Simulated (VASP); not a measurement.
Write the native input for VASP 6.6.1 that does the following.

```
Task                   : single point
Functional             : PBE
Potentials or basis    : VASP PAW PBE potentials, release 64 (Ti_sv, Si, Te)
Cutoff                 : 520 eV
k mesh                 : 6 × 6 × 4
Occupations            : gaussian, width 0.1 eV
Spin                   : no spin polarisation
Dipole correction      : no
Further INCAR settings : ALGO = Normal; EDIFF = 1e-07; NBANDS = 25
```

The structure of TiSiTe3 lies in POSCAR:

```
TiSiTe3
1.0
    4.8806531500      0.0000000000      0.0000000000
   -2.4403265800      4.2267696200      0.0000000000
    0.0000000000      0.0000000000      5.8577666800
Ti Si Te
1 1 3
Direct
    0.3333333300      0.6666666700      0.0000000000
    0.0000000000      0.0000000000      0.5000000000
    0.6666666700      0.3333333300      0.2489190000
    0.6666666700      0.3333333300      0.7510810000
    0.0000000000      0.0000000000      0.0000000000
```

The cell was built from a structure type or drawn by symmetry, and may not be a known phase.

These files were run (other wordings do the same):

INCAR

```
SYSTEM = TiSiTe3
PREC = Accurate
ENCUT = 520
EDIFF = 1E-7
ISMEAR = 0
SIGMA = 0.1
LREAL = .FALSE.
LASPH = .TRUE.
NELM = 100
ALGO = Normal
ISIF = 2
LWAVE = .FALSE.
LCHARG = .TRUE.
GGA = PE
LELF = .TRUE.
LVHAR = .TRUE.
NBANDS = 25
```

KPOINTS

```
regular mesh
0
G
  6 6 4
  0 0 0
```

Potentials or basis: VASP PAW PBE potentials, release 64 (Ti_sv, Si, Te).

Command:

```bash
$ cat potpaw_PBE.64/Ti_sv/POTCAR potpaw_PBE.64/Si/POTCAR potpaw_PBE.64/Te/POTCAR > POTCAR
$ mpirun -np 1 vasp_std > vasp.out
```

It gave:

```
Pressure               : 5.7 GPa
Largest force          : 0.808 eV/Å
Band gap on the k mesh : zero (bands 17 and 18 overlap by 1.18 eV)
```

Caveat: the cell stands under pressure; spin-orbit coupling is left out, which moves the levels of the heavy elements.

It took 80 s on 1 thread of Intel(R) Xeon(R) Platinum 8488C (Sapphire Rapids) (shared host), peak memory 0.27 GiB.
